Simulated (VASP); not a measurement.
# Li2S (Fm-3m) in VASP: notebook

Runs on Li2S. Level: PBEsol. Tasks: single point.

Program: VASP 6.6.1. These are calculated values, not measurements. Logs are shortened: lines on timing, memory, paths and dates and some standing lists are left out, and cuts for length are marked.

## 1. The cell of the first run

The structure is cubic, space group Fm-3m (No. 225). The conventional cell has a = 4.192 Å, b = 4.192 Å, c = 4.192 Å, α = 90.00°, β = 90.00°, γ = 90.00°. Li (site symmetry -43m) has 4 S at 1.82 Å and 6 Li at 2.10 Å within 2.4 Å. Within 2.4 Å of S (site symmetry m-3m) lie 8 Li at 1.82 Å.

## 2. Single point, PBEsol

The input, INCAR:

```
SYSTEM = Li2S
ALGO     = Normal         ! electronic algorithm
EDIFF    = 1E-6           ! SCF threshold, eV
ENCUT    = 750            ! plane-wave cutoff, eV
GGA      = PS             ! functional
GGA_COMPAT= .False.      
ISIF     = 2              ! what is computed and relaxed
ISMEAR   = -1             ! smearing method
LASPH    = .True.         ! aspherical terms in the spheres
LCHARG   = .True.         ! write CHGCAR
LELF     = .True.         ! ELF
LREAL    = .False.        ! projectors in reciprocal space
LVHAR    = .True.       
LWAVE    = .False.        ! write WAVECAR
NBANDS   = 13             ! bands
NELM     = 120            ! most SCF steps
PREC     = Accurate       ! precision mode
SIGMA    = 0.03           ! smearing width, eV
```

The input, KPOINTS:

```
k-points
0
Gamma
  9 9 9
  0 0 0
```

The input, POSCAR:

```
Li2S
1.0
    0.0000000000      2.0958455196      2.0958455196
    2.0958455196      0.0000000000      2.0958455196
    2.0958455196      2.0958455196      0.0000000000
Li S
2 1
Direct
    0.2500000000      0.2500000000      0.2500000000
    0.7500000000      0.7500000000      0.7500000000
    0.0000000000      0.0000000000      0.0000000000
```

Potentials or basis: VASP PAW PBE potentials, release 64 (Li_sv, S).

Launch:

```console
cat potpaw_PBE.64/Li_sv/POTCAR potpaw_PBE.64/S/POTCAR > POTCAR
mpirun -np 1 vasp_std > vasp.out
```

OUTCAR:

```text
SYSTEM = Li2S
   EDIFF = 1E-6
   ENCUT = 750
   GGA = PS
   ISIF = 2
   ISMEAR = -1
   LASPH = .True.
   LREAL = .False.
   NELM = 120
   PREC = Accurate

 ion  position               nearest neighbor table
   1  0.250  0.250  0.250-   3 1.82   3 1.82   3 1.82   3 1.82   2 2.10   2 2.10   2 2.10   2 2.10
                             2 2.10   2 2.10
   2  0.750  0.750  0.750-   3 1.82   3 1.82   3 1.82   3 1.82   1 2.10   1 2.10   1 2.10   1 2.10
                             1 2.10   1 2.10
   3  0.000  0.000  0.000-   2 1.82   2 1.82   2 1.82   1 1.82   2 1.82   1 1.82   1 1.82   1 1.82

  LATTYP: Found a face centered cubic cell.
 ALAT       =     4.1916910392

  Lattice vectors:

 A1 = (   0.0000000000,   2.0958455196,   2.0958455196)
 A2 = (   2.0958455196,   0.0000000000,   2.0958455196)
 A3 = (   2.0958455196,   2.0958455196,   0.0000000000)

Analysis of symmetry for initial positions (statically):
=====================================================================
 Subroutine PRICEL returns:
 Original cell was already a primitive cell.

 Routine SETGRP: Setting up the symmetry group for a
 face centered cubic supercell.

 Subroutine GETGRP returns: Found 48 space group operations
 (whereof 48 operations were pure point group operations)
 out of a pool of 48 trial point group operations.

The static configuration has the point symmetry O_h .

Analysis of symmetry for dynamics (positions and initial velocities):
=====================================================================
 Subroutine PRICEL returns:
 Original cell was already a primitive cell.

 Routine SETGRP: Setting up the symmetry group for a
 face centered cubic supercell.

 Subroutine GETGRP returns: Found 48 space group operations
 (whereof 48 operations were pure point group operations)
 out of a pool of 48 trial point group operations.

The dynamic configuration has the point symmetry O_h .

 Subroutine INISYM returns: Found 48 space group operations
 (whereof 48 operations are pure point group operations),
 and found     1 'primitive' translations

----------------------------------------------------------------------------------------

                                     Primitive cell

  volume of cell :      18.4123

  direct lattice vectors                    reciprocal lattice vectors
     0.000000000  2.095845520  2.095845520    -0.238567201  0.238567201  0.238567201
     2.095845520  0.000000000  2.095845520     0.238567201 -0.238567201  0.238567201
     2.095845520  2.095845520  0.000000000     0.238567201  0.238567201 -0.238567201

  length of vectors
[... 92 lines left out ...]
   POTIM  = 0.5000    time-step for ionic-motion
   TEBEG  =    0.0;   TEEND  =   0.0 temperature during run
   PSTRESS=    0.0 pullay stress
   NELECT =      12.0000    total number of electrons
   NUPDOWN=      -1.0000    fix difference up-down
   EMIN   =  10.00;   EMAX   =-10.00  energy-range for DOS
   EFERMI =   0.00;   METHOD = LEGACY
   ISMEAR =    -1;   SIGMA  =   0.03  broadening in eV -4-tet -1-fermi 0-gaus
   EFERMI_NEDOS =   21; number of points for ismear=-14 and -15
   IALGO  =     38    algorithm
   IMIX   =      4    mixing-type and parameters
     AMIX     =   0.40;   BMIX     =  1.00
     AMIX_MAG =   1.60;   BMIX_MAG =  1.00
  volume/ion in A,a.u.               =       6.14        41.42
  Fermi-wavevector in a.u.,A,eV,Ry     =   1.419382  2.682243 27.410915  2.014645
  Thomas-Fermi vector in A             =   2.540408
   LORBIT       =      0    0 simple, 1 ext, 2 COOP (PROOUT), +10 PAW based schemes
   GGA     = PS    functional components
   LHFCALC =     F    Hartree Fock is set to
   AEXX    =    0.0000 exact exchange contribution
   IVDW    =     0    specifies the selected vdW correction
   LEPSILON=     F    determine dielectric tensor
   LRPA    =     F    only Hartree local field effects (RPA)
 non-spin polarized calculation
  energy-cutoff  :      750.00
  volume of cell :       18.41
 maximum number of plane-waves:       889
   NGX = 13   NGY = 13   NGZ = 13

 number of electron      12.0000002 magnetization

 Free energy of the ion-electron system (eV)
  ---------------------------------------------------
  ext. energy  EPLUGINS =         0.00000000
  ---------------------------------------------------
  free energy    TOTEN  =        -3.80028794 eV

  energy without entropy =       -3.80028794  energy(sigma->0) =       -3.80028794

 E-fermi :  11.8342     XC(G=0): -12.6734

 val. band max:       11.3310082600   @ k =   0.0000   0.0000   0.0000
 cond. band min:      12.3581127685   @ k =   0.4444   0.4444   0.0000
 fundamental gap:      1.0271045085
 Fermi energy:        11.8341876275

 k-point     1 :       0.0000    0.0000    0.0000
  band No.  band energies     occupation
      1     -33.7868      2.00000
      2     -32.7090      2.00000
      3      -3.3167      2.00000
      4      11.3310      2.00000
      5      11.3310      2.00000
      6      11.3310      2.00000
      7      15.8320      0.00000
      8      15.8320      0.00000
      9      15.8320      0.00000
     10      22.0865      0.00000
     11      24.2493      0.00000
     12      24.2493      0.00000
     13      27.4443      0.00000
[... 354 lines left out ...]
  band No.  band energies     occupation
      1     -33.3451      2.00000
      2     -32.9824      2.00000
      3      -2.3672      2.00000
      4       6.4384      2.00000
      5       6.4384      2.00000
      6       6.9350      2.00000
      7      12.3581      0.00000
      8      20.5835      0.00000
      9      26.5275      0.00000
     10      26.5275      0.00000
     11      29.0478      0.00000
     12      31.7144      0.00000
     13      31.7144      0.00000

 [... further k-points ...]
[... 5 lines left out ...]
  --------------------------------------------------------------------------------------
  -------------------------------------------------------------------------------------
  Total       24.2399508     24.2399508     24.2399508     -0.0000000      0.0000000     -0.0000000
  in kB     2109.2813650   2109.2813650   2109.2813650     -0.0000000      0.0000000     -0.0000000
  external PRESSURE =    2109.2813650 kB  Pullay stress =       0.0000000 kB

 VOLUME and BASIS-vectors are now :
 -----------------------------------------------------------------------------
  energy-cutoff  :      750.00
  volume of cell :       18.41
      direct lattice vectors                 reciprocal lattice vectors
     0.000000000  2.095845520  2.095845520    -0.238567201  0.238567201  0.238567201
     2.095845520  0.000000000  2.095845520     0.238567201 -0.238567201  0.238567201
     2.095845520  2.095845520  0.000000000     0.238567201  0.238567201 -0.238567201

 POSITION                                       TOTAL-FORCE (eV/Angst)
 -----------------------------------------------------------------------------------
      1.04792      1.04792      1.04792         0.000000      0.000000     -0.000000
      3.14377      3.14377      3.14377        -0.000000     -0.000000      0.000000
      0.00000      0.00000      0.00000        -0.000000     -0.000000     -0.000000
 -----------------------------------------------------------------------------------
    total drift:                                0.000000      0.000000      0.000000

  FREE ENERGIE OF THE ION-ELECTRON SYSTEM (eV)
  ---------------------------------------------------
  free  energy   TOTEN  =        -3.8002879401 eV

  energy  without entropy=       -3.8002879396  energy(sigma->0) =       -3.80028794
```

OSZICAR:

```text
N       E                     dE             d eps       ncg     rms          rms(c)
DAV:   1     0.777380661782E+02    0.77738E+02   -0.74159E+03   926   0.131E+03
DAV:   2     0.288533783801E+01   -0.74853E+02   -0.70882E+02  1184   0.272E+02
DAV:   3    -0.329740491236E+01   -0.61827E+01   -0.60795E+01  1388   0.637E+01
DAV:   4    -0.385086032604E+01   -0.55346E+00   -0.55311E+00  1217   0.163E+01
DAV:   5    -0.385529926797E+01   -0.44389E-02   -0.44389E-02  1322   0.157E+00    0.831E+00
DAV:   6    -0.363781625174E+01    0.21748E+00   -0.67690E-01  1002   0.505E+00    0.663E+00
DAV:   7    -0.375750088568E+01   -0.11968E+00   -0.54148E-01   992   0.527E+00    0.379E+00
DAV:   8    -0.380029792330E+01   -0.42797E-01   -0.97638E-02  1050   0.304E+00    0.112E+00
DAV:   9    -0.379972948666E+01    0.56844E-03   -0.31352E-03  1156   0.605E-01    0.122E-01
DAV:  10    -0.380028077585E+01   -0.55129E-03   -0.77362E-04  1021   0.301E-01    0.495E-02
DAV:  11    -0.380028817122E+01   -0.73954E-05   -0.50809E-05  1320   0.719E-02    0.104E-02
DAV:  12    -0.380028794011E+01    0.23111E-06   -0.86228E-07   986   0.873E-03
   1 F= -.38002879E+01 E0= -.38002879E+01  d E =-.465518E-09
```

stdout:

```text
POSCAR found type information on POSCAR LiS
 POSCAR found :  2 types and       3 ions
 scaLAPACK will be used
 -----------------------------------------------------------------------------
|                                                                             |
|                                                                             |
|     You enforced a specific xc type in the INCAR file but a different       |
|     I HOPE YOU KNOW WHAT YOU ARE DOING!                                     |
|                                                                             |
 -----------------------------------------------------------------------------

 LDA part: xc-table for (Slater+PW92), standard interpolation
 POSCAR, INCAR and KPOINTS ok, starting setup
 FFT: planning ... GRIDC
 FFT: planning ... GRID_SOFT
 FFT: planning ... GRID
 WAVECAR not read
 entering main loop
```

Run time: 7.3 s. Hardware: 1 thread of Intel Xeon 6975P-C (Granite Rapids), shared host; peak memory 0.15 GiB.

What came out:

```
Free energy            : -3.8003 eV
Pressure               : 210.9 GPa
Band gap on the k mesh : 1.03 eV, indirect (least direct gap 4.50 eV)
```

Levels at points of the mesh, in eV from the valence-band top:
| k point | band 3 | band 4 | band 5 | band 6 | band 7 | band 8 | band 9 | band 10 |
| --- | --- | --- | --- | --- | --- | --- | --- | --- |
| (0.00, 0.00, 0.00) | -14.65 | 0.00 | 0.00 | 0.00 | 4.50 | 4.50 | 4.50 | 10.76 |

Caveat: the PAW data sets were made with another functional, which shifts forces and pressure a little. A k mesh can miss the band edges.

## 3. Single point, PBEsol

The input, INCAR:

```
ALGO = Normal ; EDIFF = 1E-6
ENCUT = 750 ; GGA = PS
GGA_COMPAT = F ; ISIF = 2
ISMEAR = -1 ; LASPH = T
LCHARG = F ; LREAL = F
LWAVE = F ; NBANDS = 13
NELM = 120 ; PREC = Accurate
SIGMA = 0.03
```

The input, KPOINTS:

```
k-points
0
Gamma
  9 9 9
```

POSCAR is that of step 2.

Potentials or basis: VASP PAW PBE potentials, release 64 (Li_sv, S).

Launch:

```console
cat potpaw_PBE.64/Li_sv/POTCAR potpaw_PBE.64/S/POTCAR > POTCAR
mpirun -np 1 vasp_std > vasp.out
```

OUTCAR:

```text
EDIFF = 1E-6
   ENCUT = 750
   GGA = PS
   ISIF = 2
   ISMEAR = -1
   LASPH = T
   LREAL = F
   NELM = 120
   PREC = Accurate

 ion  position               nearest neighbor table
   1  0.250  0.250  0.250-   3 1.82   3 1.82   3 1.82   3 1.82   2 2.10   2 2.10   2 2.10   2 2.10
                             2 2.10   2 2.10
   2  0.750  0.750  0.750-   3 1.82   3 1.82   3 1.82   3 1.82   1 2.10   1 2.10   1 2.10   1 2.10
                             1 2.10   1 2.10
   3  0.000  0.000  0.000-   2 1.82   2 1.82   2 1.82   1 1.82   2 1.82   1 1.82   1 1.82   1 1.82

  LATTYP: Found a face centered cubic cell.
 ALAT       =     4.1916910392

  Lattice vectors:

 A1 = (   0.0000000000,   2.0958455196,   2.0958455196)
 A2 = (   2.0958455196,   0.0000000000,   2.0958455196)
 A3 = (   2.0958455196,   2.0958455196,   0.0000000000)

Analysis of symmetry for initial positions (statically):
=====================================================================
 Subroutine PRICEL returns:
 Original cell was already a primitive cell.

 Routine SETGRP: Setting up the symmetry group for a
 face centered cubic supercell.

 Subroutine GETGRP returns: Found 48 space group operations
 (whereof 48 operations were pure point group operations)
 out of a pool of 48 trial point group operations.

The static configuration has the point symmetry O_h .

Analysis of symmetry for dynamics (positions and initial velocities):
=====================================================================
 Subroutine PRICEL returns:
 Original cell was already a primitive cell.

 Routine SETGRP: Setting up the symmetry group for a
 face centered cubic supercell.

 Subroutine GETGRP returns: Found 48 space group operations
 (whereof 48 operations were pure point group operations)
 out of a pool of 48 trial point group operations.

[... 122 lines left out ...]
     AMIX_MAG =   1.60;   BMIX_MAG =  1.00
  volume/ion in A,a.u.               =       6.14        41.42
  Fermi-wavevector in a.u.,A,eV,Ry     =   1.419382  2.682243 27.410915  2.014645
  Thomas-Fermi vector in A             =   2.540408
   LORBIT       =      0    0 simple, 1 ext, 2 COOP (PROOUT), +10 PAW based schemes
   GGA     = PS    functional components
   LHFCALC =     F    Hartree Fock is set to
   AEXX    =    0.0000 exact exchange contribution
   IVDW    =     0    specifies the selected vdW correction
   LEPSILON=     F    determine dielectric tensor
   LRPA    =     F    only Hartree local field effects (RPA)
 non-spin polarized calculation
  energy-cutoff  :      750.00
  volume of cell :       18.41
 maximum number of plane-waves:       889
   NGX = 13   NGY = 13   NGZ = 13

 number of electron      12.0000002 magnetization

 Free energy of the ion-electron system (eV)
  ---------------------------------------------------
  ext. energy  EPLUGINS =         0.00000000
  ---------------------------------------------------
  free energy    TOTEN  =        -3.80028794 eV

  energy without entropy =       -3.80028794  energy(sigma->0) =       -3.80028794

 E-fermi :  11.8342     XC(G=0): -12.6734

 val. band max:       11.3310082600   @ k =   0.0000   0.0000   0.0000
 cond. band min:      12.3581127685   @ k =   0.4444   0.4444   0.0000
 fundamental gap:      1.0271045085
 Fermi energy:        11.8341876275

 k-point     1 :       0.0000    0.0000    0.0000
  band No.  band energies     occupation
      1     -33.7868      2.00000
      2     -32.7090      2.00000
      3      -3.3167      2.00000
      4      11.3310      2.00000
      5      11.3310      2.00000
      6      11.3310      2.00000
      7      15.8320      0.00000
      8      15.8320      0.00000
      9      15.8320      0.00000
     10      22.0865      0.00000
     11      24.2493      0.00000
     12      24.2493      0.00000
     13      27.4443      0.00000
[... 354 lines left out ...]
  band No.  band energies     occupation
      1     -33.3451      2.00000
      2     -32.9824      2.00000
      3      -2.3672      2.00000
      4       6.4384      2.00000
      5       6.4384      2.00000
      6       6.9350      2.00000
      7      12.3581      0.00000
      8      20.5835      0.00000
      9      26.5275      0.00000
     10      26.5275      0.00000
     11      29.0478      0.00000
     12      31.7144      0.00000
     13      31.7144      0.00000

 [... further k-points ...]
[... 5 lines left out ...]
  --------------------------------------------------------------------------------------
  -------------------------------------------------------------------------------------
  Total       24.2399508     24.2399508     24.2399508     -0.0000000      0.0000000     -0.0000000
  in kB     2109.2813650   2109.2813650   2109.2813650     -0.0000000      0.0000000     -0.0000000
  external PRESSURE =    2109.2813650 kB  Pullay stress =       0.0000000 kB

 VOLUME and BASIS-vectors are now :
 -----------------------------------------------------------------------------
  energy-cutoff  :      750.00
  volume of cell :       18.41
      direct lattice vectors                 reciprocal lattice vectors
     0.000000000  2.095845520  2.095845520    -0.238567201  0.238567201  0.238567201
     2.095845520  0.000000000  2.095845520     0.238567201 -0.238567201  0.238567201
     2.095845520  2.095845520  0.000000000     0.238567201  0.238567201 -0.238567201

 POSITION                                       TOTAL-FORCE (eV/Angst)
 -----------------------------------------------------------------------------------
      1.04792      1.04792      1.04792         0.000000      0.000000     -0.000000
      3.14377      3.14377      3.14377        -0.000000     -0.000000      0.000000
      0.00000      0.00000      0.00000        -0.000000     -0.000000     -0.000000
 -----------------------------------------------------------------------------------
    total drift:                                0.000000      0.000000      0.000000

  FREE ENERGIE OF THE ION-ELECTRON SYSTEM (eV)
  ---------------------------------------------------
  free  energy   TOTEN  =        -3.8002879401 eV

  energy  without entropy=       -3.8002879396  energy(sigma->0) =       -3.80028794
```

OSZICAR:

```text
N       E                     dE             d eps       ncg     rms          rms(c)
DAV:   1     0.777380661782E+02    0.77738E+02   -0.74159E+03   926   0.131E+03
DAV:   2     0.288533783801E+01   -0.74853E+02   -0.70882E+02  1184   0.272E+02
DAV:   3    -0.329740491236E+01   -0.61827E+01   -0.60795E+01  1388   0.637E+01
DAV:   4    -0.385086032604E+01   -0.55346E+00   -0.55311E+00  1217   0.163E+01
DAV:   5    -0.385529926797E+01   -0.44389E-02   -0.44389E-02  1322   0.157E+00    0.831E+00
DAV:   6    -0.363781625174E+01    0.21748E+00   -0.67690E-01  1002   0.505E+00    0.663E+00
DAV:   7    -0.375750088568E+01   -0.11968E+00   -0.54148E-01   992   0.527E+00    0.379E+00
DAV:   8    -0.380029792330E+01   -0.42797E-01   -0.97638E-02  1050   0.304E+00    0.112E+00
DAV:   9    -0.379972948666E+01    0.56844E-03   -0.31352E-03  1156   0.605E-01    0.122E-01
DAV:  10    -0.380028077585E+01   -0.55129E-03   -0.77362E-04  1021   0.301E-01    0.495E-02
DAV:  11    -0.380028817122E+01   -0.73954E-05   -0.50809E-05  1320   0.719E-02    0.104E-02
DAV:  12    -0.380028794011E+01    0.23111E-06   -0.86228E-07   986   0.873E-03
   1 F= -.38002879E+01 E0= -.38002879E+01  d E =-.465518E-09
```

Wall time 6.5 s (1 thread of Intel Xeon 6975P-C (Granite Rapids), shared host); peak memory 0.15 GiB.

What came out:

| Property | Result |
| --- | --- |
| Free energy | -3.8003 eV |
| Pressure | 210.9 GPa |
| Band gap on the k mesh | 1.03 eV, indirect (least direct gap 4.50 eV) |

Caveat: the PAW data sets were made with another functional, which shifts forces and pressure a little. A k mesh can miss the band edges.
